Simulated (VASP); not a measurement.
Set up this calculation in VASP 6.6.1, as the native input.

| Property | Result |
| --- | --- |
| Task | single point |
| Functional | PBEsol |
| Potentials or basis | VASP PAW PBE potentials, release 64 (Co, Si) |
| Cutoff | 520 eV |
| k mesh | 14 × 14 × 14 |
| Occupations | gaussian, width 0.15 eV |
| Spin | collinear spin, ferromagnetic start |
| Starting moments | [1.375, 0.0, 0.0] μB |
| Fixed moment | 1.375 μB |
| Dipole correction | no |
| Further INCAR settings | ALGO = Normal; EDIFF = 1e-06; NBANDS = 20 |

The structure of CoSi2 lies in POSCAR:

```
CoSi2
1.0
    0.0000000000      2.6204501684      2.6204501684
    2.6204501684      0.0000000000      2.6204501684
    2.6204501684      2.6204501684      0.0000000000
Co Si
1 2
Direct
    0.0000000000      0.0000000000      0.0000000000
    0.2500000000      0.2500000000      0.2500000000
    0.7500000000      0.7500000000      0.7500000000
```

The input as run:

INCAR

```
SYSTEM = CoSi2
PREC = Accurate ; ENCUT = 520
EDIFF = 1E-6 ; ISMEAR = 0
SIGMA = 0.15 ; LREAL = .FALSE.
LASPH = .TRUE. ; NELM = 150
ALGO = Normal ; ISIF = 2
LWAVE = .FALSE. ; LCHARG = .TRUE.
ISPIN = 2 ; MAGMOM = 1.375 0 0
LORBIT = 11 ; NUPDOWN = 1.375
LMAXMIX = 4 ; GGA = PS
LELF = .TRUE. ; LVHAR = .TRUE.
NBANDS = 20
```

KPOINTS

```
regular mesh
0
G
  14 14 14
  0 0 0
```

Potentials or basis: VASP PAW PBE potentials, release 64 (Co, Si).

Launch:

```bash
$ cat potpaw_PBE.64/Co/POTCAR potpaw_PBE.64/Si/POTCAR > POTCAR
$ mpirun -np 1 vasp_std > vasp.out
```

It gave:

- Pressure: 17.4 GPa
- Net moment: 1.38 μB per cell
- Site moments: Co +0.86; Si +0.11 μB
- Valence electrons inside the program's atomic spheres: Co 9.02; Si 1.65

Caveat: the PAW data sets were made with another functional, which shifts forces and pressure a little; the total moment is fixed, so each spin has its own Fermi level.

It took 89 s on 1 thread of AMD EPYC 9R45 96-Core Processor (Zen 5) (shared host), peak memory 0.22 GiB.
